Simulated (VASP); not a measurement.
# AlN (P6_3mc) in VASP: further runs

AlN is run at these levels: LDA; tasks: single point.

All numbers are computed with VASP 6.6.1; they aren't measurements. Logs are shortened: lines on timing, memory, paths and dates and some standing lists are left out, and cuts for length are marked.

**What was measured.**

From “Self-assembly of well-separated AlN nanowires directly on sputtered metallic TiN films”, 2019, arxiv:1910.07391, for a bulk crystal of AlN at 10 K: band gap 6.034 eV (an exciton energy, a little under the gap).

From “Structural and optical properties of self-assembled AlN nanowires grown on SiO2/Si substrates by molecular beam epitaxy”, 2024, arxiv:2402.00216, for a bulk crystal of AlN at 0 K: band gap 6.0343 eV (an exciton energy, a little under the gap).

The results are compared with them further down.

## Step 1: The cell of the first run

The structure is hexagonal, space group P6_3mc (No. 186). The conventional cell has a = 3.073 Å, b = 3.073 Å, c = 4.919 Å, α = 90.00°, β = 90.00°, γ = 120.00°. Al (site symmetry 3m) has 4 N at 1.87 to 1.88 Å within 2.5 Å. N (site symmetry 3m) has 4 Al at 1.87 to 1.88 Å within 2.5 Å.

## Step 2: Single point, LDA

Contents of INCAR:

```
  ALGO = Normal
  EDIFF = 1E-6
  ENCUT = 520
  GGA = CA
  ISIF = 2
  ISMEAR = 0
  LASPH = T
  LCHARG = T
  LELF = T
  LREAL = F
  LVHAR = T
  LWAVE = F
  NBANDS = 16
  NELM = 80
  PREC = Accurate
  SIGMA = 0.01
```

Contents of KPOINTS:

```
k-points
0
Gamma
  8 8 6
```

Contents of POSCAR:

```
AlN
1.0
    3.0733291978      0.0000000000      0.0000000000
   -1.5366645989      2.6615811595      0.0000000000
    0.0000000000      0.0000000000      4.9185359282
Al N
2 2
Direct
    0.3333333333      0.6666666667     -0.0010327228
    0.6666666667      0.3333333333      0.4989672772
    0.3333333333      0.6666666667      0.3810327228
    0.6666666667      0.3333333333      0.8810327228
```

Potentials or basis: VASP PAW LDA potentials, release 64 (Al, N).

Launch:

```sh
> cat potpaw_LDA.64/Al/POTCAR potpaw_LDA.64/N/POTCAR > POTCAR
> mpirun -np 1 vasp_std > vasp.out
```

OUTCAR:

```text
EDIFF = 1E-6
   ENCUT = 520
   GGA = CA
   ISIF = 2
   ISMEAR = 0
   LASPH = T
   LREAL = F
   NELM = 80
   PREC = Accurate

 ion  position               nearest neighbor table
   1  0.333  0.667  0.999-   4 1.87   4 1.87   4 1.87   3 1.88   2 3.03   2 3.03   2 3.03   2 3.03
                             2 3.03   2 3.03
   2  0.667  0.333  0.499-   3 1.87   3 1.87   3 1.87   4 1.88   1 3.03   1 3.03   1 3.03   1 3.03
                             1 3.03   1 3.03
   3  0.333  0.667  0.381-   2 1.87   2 1.87   2 1.87   1 1.88
   4  0.667  0.333  0.881-   1 1.87   1 1.87   1 1.87   2 1.88

  LATTYP: Found a hexagonal cell.
 ALAT       =     3.0733291978
 C/A-ratio  =     1.6003934534

  Lattice vectors:

 A1 = (   3.0733291978,   0.0000000000,   0.0000000000)
 A2 = (  -1.5366645989,   2.6615811595,   0.0000000000)
 A3 = (   0.0000000000,   0.0000000000,   4.9185359282)

Analysis of symmetry for initial positions (statically):
=====================================================================
 Subroutine PRICEL returns:
 Original cell was already a primitive cell.

 Routine SETGRP: Setting up the symmetry group for a
 hexagonal supercell.

 Subroutine GETGRP returns: Found 12 space group operations
 (whereof  6 operations were pure point group operations)
 out of a pool of 24 trial point group operations.

The static configuration has the point symmetry C_3v.
 The point group associated with its full space group is C_6v.

Analysis of symmetry for dynamics (positions and initial velocities):
=====================================================================
 Subroutine PRICEL returns:
 Original cell was already a primitive cell.

 Routine SETGRP: Setting up the symmetry group for a
 hexagonal supercell.

 Subroutine GETGRP returns: Found 12 space group operations
 (whereof  6 operations were pure point group operations)
 out of a pool of 24 trial point group operations.

The dynamic configuration has the point symmetry C_3v.
 The point group associated with its full space group is C_6v.

 Subroutine INISYM returns: Found 12 space group operations
 (whereof  6 operations are pure point group operations),
 and found     1 'primitive' translations

----------------------------------------------------------------------------------------

                                     Primitive cell

  volume of cell :      40.2332

  direct lattice vectors                    reciprocal lattice vectors
     3.073329198  0.000000000  0.000000000     0.325380047  0.187858258  0.000000000
    -1.536664599  2.661581159  0.000000000     0.000000000  0.375716516  0.000000000
     0.000000000  0.000000000  4.918535928     0.000000000  0.000000000  0.203312533

  length of vectors
     3.073329198  3.073329198  4.918535928     0.375716516  0.375716516  0.203312533

  position of ions in fractional coordinates (direct lattice)
     0.333333333  0.666666667  0.998967277
     0.666666667  0.333333333  0.498967277
     0.333333333  0.666666667  0.381032723
     0.666666667  0.333333333  0.881032723

  ion indices of the primitive-cell ions
   primitive index   ion index
                 1           1
                 2           2
                 3           3
                 4           4

----------------------------------------------------------------------------------------

 KPOINTS: k-points

Automatic generation of k-mesh.
 Grid dimensions read from file:
 generate k-points for:    8    8    6

 Generating k-lattice:

  Cartesian coordinates                     Fractional coordinates (reciprocal lattice)
     0.040672506  0.023482282  0.000000000     0.125000000  0.000000000  0.000000000
     0.000000000  0.046964564  0.000000000     0.000000000  0.125000000  0.000000000
     0.000000000  0.000000000  0.033885422     0.000000000  0.000000000  0.166666667

  Length of vectors
     0.046964564  0.046964564  0.033885422

  Shift w.r.t. Gamma in fractional coordinates (k-lattice)
     0.000000000  0.000000000  0.000000000

 Subroutine IBZKPT returns following result:
 ===========================================

 Found     40 irreducible k-points:

 Following reciprocal coordinates:
            Coordinates               Weight
  0.000000  0.000000  0.000000      1.000000
  0.125000  0.000000  0.000000      6.000000
  0.250000  0.000000  0.000000      6.000000
  0.375000  0.000000  0.000000      6.000000
  0.500000  0.000000  0.000000      3.000000
  0.125000  0.125000  0.000000      6.000000
[... 16 lines left out ...]
  0.250000  0.000000  0.333333     12.000000
  0.375000  0.000000  0.333333     12.000000
 [... further k-points ...]
   k-points           NKPTS =     40   k-points in BZ     NKDIM =     40   number of bands    NBANDS=     16
   number of dos      NEDOS =    301   number of ions     NIONS =      4
   total plane-waves  NPLWV =  23040
   dimension x,y,z NGX =    24 NGY =   24 NGZ =   40
   dimension x,y,z NGXF=    48 NGYF=   48 NGZF=   80
   ions per type =               2   2
   NGX,Y,Z   is equivalent  to a cutoff of  12.98, 12.98, 13.52 a.u.
   NGXF,Y,Z  is equivalent  to a cutoff of  25.96, 25.96, 27.04 a.u.
 SYSTEM =  unknown system
   PREC   = accura    normal or accurate (medium, high low for compatibility)
   ISTART =      0    job   : 0-new  1-cont  2-samecut
   ICHARG =      2    charge: 1-file 2-atom 10-const
   ISPIN  =      1    spin polarized calculation?
   LNONCOLLINEAR =      F non collinear calculations
   LSORBIT =      F    spin-orbit coupling
   LASPH  =      T    aspherical Exc in radial PAW
   ENCUT  =  520.0 eV  38.22 Ry    6.18 a.u.   5.71  5.71  9.15*2*pi/ulx,y,z
   NELM   =     80;   NELMIN=  2; NELMDL= -5     # of ELM steps
   EDIFF  = 0.1E-05   stopping-criterion for ELM
   LREAL  =      F    real-space projection
   EDIFFG = 0.1E-04   stopping-criterion for IOM
   NSW    =      0    number of steps for IOM
   IBRION =     -1    ionic relax: 0-MD 1-quasi-New 2-CG
   NFREE  =      0    steps in history (QN), initial steepest desc. (CG)
   ISIF   =      2    stress and relaxation
   ISYM   =      2    0-nonsym 1-usesym 2-fastsym
   POTIM  = 0.5000    time-step for ionic-motion
   TEBEG  =    0.0;   TEEND  =   0.0 temperature during run
   PSTRESS=    0.0 pullay stress
   NELECT =      16.0000    total number of electrons
   NUPDOWN=      -1.0000    fix difference up-down
   EMIN   =  10.00;   EMAX   =-10.00  energy-range for DOS
   EFERMI =   0.00;   METHOD = LEGACY
   ISMEAR =     0;   SIGMA  =   0.01  broadening in eV -4-tet -1-fermi 0-gaus
   EFERMI_NEDOS =   21; number of points for ismear=-14 and -15
   IALGO  =     38    algorithm
   IMIX   =      4    mixing-type and parameters
     AMIX     =   0.40;   BMIX     =  1.00
     AMIX_MAG =   1.60;   BMIX_MAG =  1.00
  volume/ion in A,a.u.               =      10.06        67.88
  Fermi-wavevector in a.u.,A,eV,Ry     =   1.203889  2.275021 19.719601  1.449350
  Thomas-Fermi vector in A             =   2.339630
   LORBIT       =      0    0 simple, 1 ext, 2 COOP (PROOUT), +10 PAW based schemes
   GGA     = CA    functional components
   LHFCALC =     F    Hartree Fock is set to
   AEXX    =    0.0000 exact exchange contribution
   IVDW    =     0    specifies the selected vdW correction
   LEPSILON=     F    determine dielectric tensor
   LRPA    =     F    only Hartree local field effects (RPA)
 non-spin polarized calculation
 Gauss-broadening in eV      SIGMA  =   0.01
  energy-cutoff  :      520.00
  volume of cell :       40.23
 maximum number of plane-waves:      1096
 NGX is ok and might be reduce to    24
   NGX = 11   NGY = 11   NGZ = 19

 number of electron      15.9999996 magnetization

 Free energy of the ion-electron system (eV)
  ---------------------------------------------------
  ext. energy  EPLUGINS =         0.00000000
  ---------------------------------------------------
  free energy    TOTEN  =       -32.83198739 eV

  energy without entropy =      -32.83198739  energy(sigma->0) =      -32.83198739

 E-fermi :   6.3431     XC(G=0): -11.4093

 val. band max:        6.2650391578   @ k =   0.0000   0.0000   0.0000
 cond. band min:      10.8224020975   @ k =   0.0000   0.0000   0.0000
 fundamental gap:      4.5573629397
 Fermi energy:         6.3431274798

 k-point     1 :       0.0000    0.0000    0.0000
  band No.  band energies     occupation
      1      -9.0030      2.00000
      2      -6.6604      2.00000
      3       0.0400      2.00000
      4       5.3661      2.00000
      5       5.3661      2.00000
      6       6.0309      2.00000
[... 8 lines left out ...]
     15      19.5308      0.00000
     16      19.5308      0.00000

 k-point     2 :       0.1250    0.0000    0.0000
  band No.  band energies     occupation
      1      -8.7922      2.00000
      2      -6.5405      2.00000
      3       0.2839      2.00000
      4       4.4717      2.00000
      5       5.1119      2.00000
      6       5.2179      2.00000
[... 8 lines left out ...]
     15      19.2085      0.00000
     16      19.4383      0.00000

 k-point     3 :       0.2500    0.0000    0.0000
  band No.  band energies     occupation
      1      -8.2012      2.00000
      2      -6.2559      2.00000
      3       0.9857      2.00000
      4       2.6931      2.00000
      5       3.7599      2.00000
      6       4.6296      2.00000
[... 8 lines left out ...]
     15      18.5583      0.00000
     16      19.6432      0.00000

 k-point     4 :       0.3750    0.0000    0.0000
  band No.  band energies     occupation
      1      -7.3904      2.00000
      2      -6.0509      2.00000
      3       1.1928      2.00000
      4       2.0176      2.00000
      5       2.4993      2.00000
      6       4.2386      2.00000
[... 8 lines left out ...]
     15      18.6692      0.00000
     16      21.2867      0.00000
[... 324 lines left out ...]
 k-point    22 :       0.1250    0.0000    0.3333
  band No.  band energies     occupation
      1      -8.3606      2.00000
      2      -7.2815      2.00000
      3       1.5852      2.00000
      4       3.9946      2.00000
      5       4.8239      2.00000
      6       5.3151      2.00000
[... 8 lines left out ...]
     15      18.6795      0.00000
     16      18.7774      0.00000

 k-point    23 :       0.2500    0.0000    0.3333
  band No.  band energies     occupation
      1      -7.8084      2.00000
      2      -6.8615      2.00000
      3       1.5832      2.00000
      4       2.7502      2.00000
      5       3.7643      2.00000
      6       4.8926      2.00000
[... 8 lines left out ...]
     15      18.7234      0.00000
     16      19.6171      0.00000

 k-point    24 :       0.3750    0.0000    0.3333
  band No.  band energies     occupation
      1      -7.0829      2.00000
      2      -6.4126      2.00000
      3       0.7986      2.00000
      4       1.4837      2.00000
      5       3.7469      2.00000
      6       4.5357      2.00000
[... 8 lines left out ...]
     15      18.7053      0.00000
     16      20.5562      0.00000

 [... further k-points ...]
[... 5 lines left out ...]
  --------------------------------------------------------------------------------------
  -------------------------------------------------------------------------------------
  Total        1.0131600      1.0131600      0.9339301      0.0000000      0.0000000      0.0000000
  in kB       40.3463226     40.3463226     37.1912116      0.0000000      0.0000000      0.0000000
  external PRESSURE =      39.2946189 kB  Pullay stress =       0.0000000 kB

 VOLUME and BASIS-vectors are now :
 -----------------------------------------------------------------------------
  energy-cutoff  :      520.00
  volume of cell :       40.23
      direct lattice vectors                 reciprocal lattice vectors
     3.073329198  0.000000000  0.000000000     0.325380047  0.187858258  0.000000000
    -1.536664599  2.661581159  0.000000000     0.000000000  0.375716516  0.000000000
     0.000000000  0.000000000  4.918535928     0.000000000  0.000000000  0.203312533

 POSITION                                       TOTAL-FORCE (eV/Angst)
 -----------------------------------------------------------------------------------
     -0.00000      1.77439      4.91346        -0.000000      0.000000     -0.001712
      1.53666      0.88719      2.45419         0.000000      0.000000     -0.001712
     -0.00000      1.77439      1.87412        -0.000000      0.000000      0.001712
      1.53666      0.88719      4.33339         0.000000     -0.000000      0.001712
 -----------------------------------------------------------------------------------
    total drift:                               -0.000000     -0.000000     -0.000902

  FREE ENERGIE OF THE ION-ELECTRON SYSTEM (eV)
  ---------------------------------------------------
  free  energy   TOTEN  =       -32.8319873913 eV

  energy  without entropy=      -32.8319873913  energy(sigma->0) =      -32.83198739
```

It took 12 s on 1 thread of Intel Xeon 6975P-C, shared host; peak memory 0.15 GiB.

Results:

| Property | Result |
| --- | --- |
| Free energy | -32.8320 eV |
| Pressure | 3.9 GPa |
| Band gap on the k mesh | 4.56 eV, direct |

Stress tensor (GPa, compression positive):
```
4.03 0.00 0.00
0.00 4.03 0.00
0.00 0.00 3.72
```

Levels at points of the mesh, in eV from the valence-band top:
```tsv
k point	band 5	band 6	band 7	band 8	band 9	band 10	band 11	band 12
(0.00, 0.00, 0.00)	-0.90	-0.23	-0.23	0.00	4.56	6.86	10.78	11.20
(0.50, 0.00, 0.00)	-3.47	-2.17	-1.86	-0.72	5.75	5.77	8.40	10.40
(0.00, 0.00, 0.50)	-0.58	-0.58	-0.58	-0.58	6.74	6.74	10.44	10.44
(0.50, 0.00, 0.50)	-1.53	-1.53	-1.41	-1.41	5.31	5.31	9.30	9.30
```

## Step 3: Single point, LDA

This run uses another cell than the first one, of 10.21 Å³/atom, 1.015 times its volume.

Contents of INCAR:

```
PREC     = Accurate       # precision mode
ENCUT    = 520            # plane-wave cutoff, eV
EDIFF    = 1E-6           # SCF threshold, eV
ISMEAR   = 0              # smearing method
SIGMA    = 0.01           # smearing width, eV
LREAL    = F              # projectors in reciprocal space
LASPH    = T              # aspherical terms in the spheres
NELM     = 60             # most SCF steps
ALGO     = Normal         # electronic algorithm
ISIF     = 2              # what is computed and relaxed
LWAVE    = F              # write WAVECAR
LCHARG   = F              # write CHGCAR
GGA      = CA             # functional
NBANDS   = 16             # bands
```

Contents of KPOINTS:

```
regular mesh
0
Gamma
  8 8 6
```

Contents of POSCAR:

```
AlN
1.0
    3.0887730631      0.0000000000      0.0000000000
   -1.5443865316      2.6749559392      0.0000000000
    0.0000000000      0.0000000000      4.9432521891
Al N
2 2
Direct
    0.3333333333      0.6666666667     -0.0009923830
    0.6666666667      0.3333333333      0.4990076170
    0.3333333333      0.6666666667      0.3809923830
    0.6666666667      0.3333333333      0.8809923830
```

Potentials or basis: VASP PAW LDA potentials, release 64 (Al, N).

Launch:

```sh
> cat potpaw_LDA.64/Al/POTCAR potpaw_LDA.64/N/POTCAR > POTCAR
> mpirun -np 1 vasp_std > vasp.out
```

Run time: 12 s. Hardware: 1 thread of Intel Xeon 6975P-C, shared host; peak memory 0.15 GiB.

Results (log left out):

```yaml
Free_energy: -32.8410 eV
Pressure: 0.6 GPa
Band_gap_on_the_k_mesh: 4.42 eV, direct
```

Levels at points of the mesh, in eV from the valence-band top:
```tsv
k point	band 5	band 6	band 7	band 8	band 9	band 10	band 11	band 12
(0.00, 0.00, 0.00)	-0.89	-0.23	-0.23	0.00	4.42	6.73	10.66	11.10
(0.50, 0.00, 0.00)	-3.44	-2.15	-1.84	-0.71	5.72	5.72	8.27	10.29
(0.00, 0.00, 0.50)	-0.57	-0.57	-0.57	-0.57	6.61	6.61	10.32	10.32
(0.50, 0.00, 0.50)	-1.51	-1.51	-1.40	-1.40	5.26	5.26	9.21	9.21
```

(Part 1 of 2 ends here.)
